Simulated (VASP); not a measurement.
Input of a VASP 6.6.1 run:

File INCAR:

```
  PREC = Accurate
  ENCUT = 520
  EDIFF = 1E-6
  ISMEAR = 0
  SIGMA = 0.1
  LREAL = False
  LASPH = True
  NELM = 100
  ALGO = Normal
  ISIF = 2
  LWAVE = False
  LCHARG = False
  GGA = PE
  NBANDS = 16
```

The input KPOINTS:

```
Automatic mesh
0
Gamma
  18 18 6
```

POSCAR

```
C
1.0
    2.4665344250      0.0000000000      0.0000000000
   -1.2332672125      2.1360814714      0.0000000000
    0.0000000000      0.0000000000      8.5128479112
C
4
Direct
    0.0000000000      0.0000000000      0.0025001007
    0.0000000000      0.0000000000      0.5025001007
    0.3333333333      0.6666666667      0.0024998993
    0.6666666667      0.3333333333      0.5024998993
```

Potentials or basis: VASP PAW PBE potentials, release 64 (C).

The run is started by

```bash
$ cat potpaw_PBE.64/C/POTCAR > POTCAR
$ mpirun -np 1 vasp_std > vasp.out
```

(1) Predict the band gap on the k mesh.

(2) Predict the pressure.

Answers

(1) zero (filled and empty bands touch).

(2) 0.4 GPa.

Caveat: this functional lacks dispersion, which binds the layers, so the pressure and a relaxed spacing across them are unreliable.
